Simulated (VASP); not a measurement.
Here is a VASP 6.6.1 calculation.

File INCAR:

```
ALGO = Normal
EDIFF = 1E-6
ENCUT = 500
GGA = CA
GGA_COMPAT = F
ISIF = 2
ISMEAR = 0
LASPH = T
LCHARG = F
LREAL = F
LWAVE = F
NBANDS = 16
NELM = 120
PREC = Accurate
SIGMA = 0.1
```

File KPOINTS:

```
k-points
0
Gamma
  6 6 6
```

The input POSCAR:

```
ZnSe
1.0
    0.0000000000      2.8338000000      2.8338000000
    2.8338000000      0.0000000000      2.8338000000
    2.8338000000      2.8338000000      0.0000000000
Zn Se
1 1
Direct
    0.0000000000      0.0000000000      0.0000000000
    0.7500000000      0.7500000000      0.7500000000
```

Potentials or basis: VASP PAW LDA potentials, release 64 (Zn, Se).

The run is started by

```sh
$ cat potpaw_LDA.64/Zn/POTCAR potpaw_LDA.64/Se/POTCAR > POTCAR
$ mpirun -np 1 vasp_std > vasp.out
```

What does it give for the pressure?

-3.1 GPa.

Predict the band gap on the k mesh.

1.07 eV.

Caveat: the cell stands under tension.
